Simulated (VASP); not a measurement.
# Ge (C2/m) in VASP: further runs, part 2 of 2

VASP 6.6.1. Earlier steps stand in the parts before.

### 3 Single point, PBE

This run uses another cell than the first one, of 21.45 Å³/atom.

INCAR reads:

```
  PREC = Accurate
  ENCUT = 520
  EDIFF = 1E-7
  ISMEAR = 0
  SIGMA = 0.1
  LREAL = False
  LASPH = True
  NELM = 60
  ALGO = Normal
  ISIF = 2
  LWAVE = False
  LCHARG = False
  GGA = PE
  NBANDS = 21
```

KPOINTS reads:

```
regular mesh
0
Gamma
  6 6 6
```

POSCAR reads:

```
Ge
1.0
    3.8034683331     -1.7099177890     -0.0021252128
    3.8034683331      1.7099177890     -0.0021252128
   -1.9039634654      0.0000000000      3.2985712675
Ge
2
Direct
    0.1922344760      0.1922344760      0.1923937226
    0.8077655240      0.8077655240      0.8076062774
```

Potentials or basis: VASP PAW PBE potentials, release 64 (Ge_d).

The run is started by

```console
$ cat potpaw_PBE.64/Ge_d/POTCAR > POTCAR
$ mpirun -np 1 vasp_std > vasp.out
```

OUTCAR:

```text
PREC = Accurate
   ENCUT = 520
   EDIFF = 1E-7
   ISMEAR = 0
   LREAL = False
   LASPH = True
   NELM = 60
   ISIF = 2
   GGA = PE

 ion  position               nearest neighbor table
   1  0.192  0.192  0.192-   2 2.53   2 2.67   2 2.67   2 2.67   2 2.67
   2  0.808  0.808  0.808-   1 2.53   1 2.67   1 2.67   1 2.67   1 2.67

  LATTYP: Found a base centered monoclinic cell.
 ALAT       =     7.6069378537
 B/A-ratio  =     0.4495679660
 C/A-ratio  =     0.5006782415
 COS(beta)  =    -0.5003917768

  Lattice vectors:

 A1 = (   3.8034683331,  -1.7099177890,  -0.0021252128)
 A2 = (   3.8034683331,   1.7099177890,  -0.0021252128)
 A3 = (  -1.9039634654,   0.0000000000,   3.2985712675)

Analysis of symmetry for initial positions (statically):
=====================================================================
 Subroutine PRICEL returns:
 Original cell was already a primitive cell.

 Routine SETGRP: Setting up the symmetry group for a
 base centered monoclinic supercell.

 Subroutine GETGRP returns: Found  4 space group operations
 (whereof  4 operations were pure point group operations)
 out of a pool of  4 trial point group operations.

The static configuration has the point symmetry C_2h.

Analysis of symmetry for dynamics (positions and initial velocities):
=====================================================================
 Subroutine PRICEL returns:
 Original cell was already a primitive cell.

 Routine SETGRP: Setting up the symmetry group for a
 base centered monoclinic supercell.

 Subroutine GETGRP returns: Found  4 space group operations
 (whereof  4 operations were pure point group operations)
 out of a pool of  4 trial point group operations.

The dynamic configuration has the point symmetry C_2h.

 Subroutine INISYM returns: Found  4 space group operations
 (whereof  4 operations are pure point group operations),
[... 110 lines left out ...]
   EFERMI =   0.00;   METHOD = LEGACY
   ISMEAR =     0;   SIGMA  =   0.10  broadening in eV -4-tet -1-fermi 0-gaus
   EFERMI_NEDOS =   21; number of points for ismear=-14 and -15
   IALGO  =     38    algorithm
   IMIX   =      4    mixing-type and parameters
     AMIX     =   0.40;   BMIX     =  1.00
     AMIX_MAG =   1.60;   BMIX_MAG =  1.00
  volume/ion in A,a.u.               =      21.45       144.72
  Fermi-wavevector in a.u.,A,eV,Ry     =   1.420160  2.683713 27.440965  2.016854
  Thomas-Fermi vector in A             =   2.541104
   LORBIT       =      0    0 simple, 1 ext, 2 COOP (PROOUT), +10 PAW based schemes
   GGA     = PE    functional components
   LHFCALC =     F    Hartree Fock is set to
   AEXX    =    0.0000 exact exchange contribution
   IVDW    =     0    specifies the selected vdW correction
   LEPSILON=     F    determine dielectric tensor
   LRPA    =     F    only Hartree local field effects (RPA)
 non-spin polarized calculation
 Gauss-broadening in eV      SIGMA  =   0.10
  energy-cutoff  :      520.00
  volume of cell :       42.89
 maximum number of plane-waves:      1171
   NGX = 15   NGY = 15   NGZ = 15

 number of electron      28.0000003 magnetization

 Free energy of the ion-electron system (eV)
  ---------------------------------------------------
  ext. energy  EPLUGINS =         0.00000000
  ---------------------------------------------------
  free energy    TOTEN  =        -8.57603381 eV

  energy without entropy =       -8.57251218  energy(sigma->0) =       -8.57427299

 E-fermi :   5.1172     XC(G=0): -10.4309

 val. band max:        5.0452268904   @ k =  -0.3333  -0.0000   0.3333
 cond. band min:       5.1385771136   @ k =  -0.1667   0.5000   0.3333
 fundamental gap:      0.0933502233
 Fermi energy:         5.1172403479

 k-point     1 :       0.0000    0.0000    0.0000
  band No.  band energies     occupation
      1     -19.4436      2.00000
      2     -19.3791      2.00000
      3     -19.3784      2.00000
      4     -19.3061      2.00000
      5     -19.2853      2.00000
      6     -19.2361      2.00000
[... 565 lines left out ...]
     20      14.0427      0.00000
     21      16.8707      0.00000

 [... further k-points ...]

------------------------ aborting loop because EDIFF is reached ----------------------------------------

  FORCE on cell =-STRESS in cart. coord.  units (eV):
  Direction    XX          YY          ZZ          XY          YZ          ZX
  --------------------------------------------------------------------------------------
  -------------------------------------------------------------------------------------
  Total        0.0230731     -0.0070515      0.0000987      0.0000000      0.0000000      0.0159002
  in kB        0.8618764     -0.2634034      0.0036851      0.0000000      0.0000000      0.5939394
  external PRESSURE =       0.2007194 kB  Pullay stress =       0.0000000 kB

 VOLUME and BASIS-vectors are now :
 -----------------------------------------------------------------------------
  energy-cutoff  :      520.00
  volume of cell :       42.89
      direct lattice vectors                 reciprocal lattice vectors
     3.803468333 -1.709917789 -0.002125213     0.131501374 -0.292411719  0.075903714
     3.803468333  1.709917789 -0.002125213     0.131501374  0.292411719  0.075903714
    -1.903963465  0.000000000  3.298571267     0.000169448  0.000000000  0.303259364

 POSITION                                       TOTAL-FORCE (eV/Angst)
 -----------------------------------------------------------------------------------
      1.09600      0.00000      0.63381         0.002160      0.000000     -0.007088
      4.60697      0.00000      2.66051        -0.002160      0.000000      0.007088
 -----------------------------------------------------------------------------------
    total drift:                                0.000000     -0.000000     -0.000000

  FREE ENERGIE OF THE ION-ELECTRON SYSTEM (eV)
  ---------------------------------------------------
  free  energy   TOTEN  =        -8.5760338101 eV

  energy  without entropy=       -8.5725121758  energy(sigma->0) =       -8.57427299
```

It took 19 s on 1 thread of Intel Xeon 6975P-C (Granite Rapids), shared host; peak memory 0.2 GiB.

What came out:

```
Free energy            : -8.5760 eV
Pressure               : 0.0 GPa
Largest force          : 0.007 eV/Å
Band gap on the k mesh : zero (bands 14 and 15 overlap by 3.96 eV)
```

Forces in eV/Å, atoms in the order of the input:
```
Ge   0.002  0.000 -0.007
Ge  -0.002  0.000  0.007
```

Stress tensor (GPa, compression positive):
```
 0.09  0.00  0.06
 0.00 -0.03  0.00
 0.06  0.00  0.00
```

Levels at points of the mesh, in eV from the Fermi level:
| k point | band 10 | band 11 | band 12 | band 13 | band 14 | band 15 | band 16 | band 17 | band 18 | band 19 |
| --- | --- | --- | --- | --- | --- | --- | --- | --- | --- | --- |
| (0.00, 0.00, 0.00) | -24.27 | -12.39 | -0.93 | -0.61 | 0.12 | 1.38 | 2.82 | 4.71 | 5.97 | 6.58 |
| (0.50, 0.00, 0.00) | -24.27 | -9.21 | -7.92 | -1.66 | 0.68 | 1.25 | 2.37 | 3.95 | 4.08 | 10.00 |
| (0.50, 0.50, 0.00) | -24.28 | -10.39 | -7.29 | -2.15 | -0.91 | -0.17 | 4.59 | 9.79 | 9.87 | 9.94 |
| (0.00, 0.00, 0.50) | -24.26 | -9.79 | -8.46 | -1.95 | 0.74 | 2.53 | 3.77 | 5.45 | 5.66 | 10.80 |
| (0.50, 0.00, 0.50) | -24.26 | -8.18 | -5.61 | -4.96 | -3.31 | -1.20 | 1.93 | 6.50 | 9.01 | 9.72 |
| (0.50, 0.50, 0.50) | -24.26 | -9.80 | -8.45 | -1.95 | 0.73 | 2.53 | 3.76 | 5.45 | 5.66 | 10.80 |

### 4 Relaxation of cell and atoms, PBE

INCAR reads:

```
  PREC = Accurate
  ENCUT = 600
  EDIFF = 1E-6
  ISMEAR = 0
  SIGMA = 0.1
  LREAL = False
  LASPH = True
  NELM = 80
  ALGO = Normal
  ISIF = 3
  LWAVE = False
  LCHARG = False
  GGA = PE
  IBRION = 2
  NSW = 90
  EDIFFG = -0.04
```

KPOINTS is that of step 3.

POSCAR reads:

```
Ge
1.0
    3.7035814782     -1.7465367736      0.0000000000
    3.7035814782      1.7465367736      0.0000000000
   -1.8521324121      0.0000000000      3.2734827309
Ge
2
Direct
    0.1961920809      0.1961920809      0.1967214705
    0.8038079191      0.8038079191      0.8032785295
```

The run is started by

```console
$ cat potpaw_PBE.64/Ge_d/POTCAR > POTCAR
$ mpirun -np 1 vasp_std > vasp.out
```

Run time: 3.7 min. Hardware: 1 thread of Intel Xeon 6975P-C (Granite Rapids), shared host; peak memory 0.23 GiB.

It converged, with:

```
Free energy                           : -8.5759 eV
Relaxed volume                        : 21.43 Å³/atom
Relaxed cell                          : a = 4.186 Å, b = 4.186 Å, c = 3.808 Å, α = 117.57°, β = 117.57°, γ = 48.17°
Space group after relaxing (to 0.1 Å) : Immm (No. 71)
Energy gained by relaxing             : 3.6 meV/atom
Ionic steps                           : 18
Pressure after relaxing               : -0.2 GPa
Largest force after relaxing          : 0.010 eV/Å
Band gap on the k mesh                : zero (bands 14 and 15 overlap by 3.99 eV)
```

Forces on the atoms (eV/Å):
```
Ge  -0.010  0.000  0.003
Ge   0.010  0.000 -0.003
```

Stress tensor (GPa, compression positive):
```
-0.29  0.00  0.12
 0.00 -0.14  0.00
 0.12  0.00 -0.04
```

Step by step:
| step | energy change (eV) | largest force (eV/Å) | pressure (GPa) | volume (Å³) |
| --- | --- | --- | --- | --- |
| 1 | 0.0000 | 0.1086 | 0.24 | 42.35 |
| 2 | -0.0017 | 0.0219 | -0.06 | 42.54 |
| 3 | -0.0019 | 0.0048 | -0.02 | 42.58 |
| 4 | -0.0019 | 0.0331 | -0.24 | 42.66 |
| 5 | -0.0019 | 0.0130 | 0.11 | 42.62 |
| 6 | -0.0032 | 0.0073 | -0.39 | 42.78 |
| 7 | -0.0038 | 0.0188 | -0.41 | 42.86 |
| 8 | -0.0046 | 0.0417 | -0.67 | 43.03 |
| 9 | -0.0055 | 0.0533 | -0.17 | 42.94 |
| 10 | -0.0063 | 0.0691 | 0.05 | 42.82 |
| 11 | -0.0056 | 0.0945 | 0.51 | 42.59 |
| 12 | -0.0064 | 0.0753 | 0.09 | 42.77 |
| 13 | -0.0064 | 0.0827 | 0.30 | 42.71 |
| 14 | -0.0064 | 0.0786 | 0.14 | 42.75 |
| 15 | -0.0069 | 0.0470 | 0.16 | 42.75 |
| 16 | -0.0069 | 0.0133 | 0.26 | 42.75 |
| 17 | -0.0071 | 0.0253 | 0.24 | 42.75 |
| 18 | -0.0073 | 0.0103 | -0.16 | 42.86 |

Final structure:
```xyz
2
Lattice="3.8217 -1.7083 -0.0107 3.8217 1.7083 -0.0107 -1.9211 0.0000 3.2879" Properties=species:S:1:pos:R:3 pbc="T T T"
Ge    1.1000    0.0000    0.6274
Ge    4.6223    0.0000    2.6390
```

Levels at points of the mesh, in eV from the Fermi level:
| k point | band 10 | band 11 | band 12 | band 13 | band 14 | band 15 | band 16 | band 17 | band 18 |
| --- | --- | --- | --- | --- | --- | --- | --- | --- | --- |
| (0.00, 0.00, 0.00) | -24.27 | -12.40 | -0.93 | -0.62 | 0.12 | 1.39 | 2.81 | 4.72 | 5.98 |
| (0.50, 0.00, 0.00) | -24.27 | -9.21 | -7.92 | -1.66 | 0.68 | 1.25 | 2.37 | 3.96 | 4.08 |
| (0.50, 0.50, 0.00) | -24.28 | -10.40 | -7.29 | -2.16 | -0.90 | -0.16 | 4.60 | 9.81 | 9.87 |
| (0.00, 0.00, 0.50) | -24.26 | -9.76 | -8.46 | -2.02 | 0.65 | 2.51 | 3.79 | 5.46 | 5.65 |
| (0.50, 0.00, 0.50) | -24.26 | -8.18 | -5.61 | -4.96 | -3.32 | -1.20 | 1.92 | 6.49 | 8.99 |
| (0.50, 0.50, 0.50) | -24.26 | -9.84 | -8.46 | -1.90 | 0.81 | 2.58 | 3.76 | 5.48 | 5.71 |

### 5 Summary

```csv
task,cell,cutoff (eV),gap on the mesh (eV),pressure (GPa),largest force (eV/Å)
single point,"a = 4.095, b = 4.095, c = 3.761 Å, angles 116.4, 116.4, 50.5°, 2 atoms, atomic positions A",520,none,0.2,0.11
single point,"a = 4.170, b = 4.170, c = 3.809 Å, angles 117.2, 117.2, 48.4°, 2 atoms, atomic positions B",520,none,0.0,0.01
relaxation of cell and atoms,"relaxed from a = 4.095, b = 4.095, c = 3.761 Å, angles 116.4, 116.4, 50.5°, 2 atoms, atomic positions A",600,none,-0.2,0.01
```

Alike in all rows: level PBE; potentials or basis VASP PAW PBE potentials, release 64 (Ge_d); no spin polarisation; k mesh 6 × 6 × 6; smearing gaussian 0.1 eV.

Total energies depend on the potentials used, so only differences within one code and one set of settings carry meaning.

The gap in the log of VASP goes by the Fermi energy; the results here count the filled bands.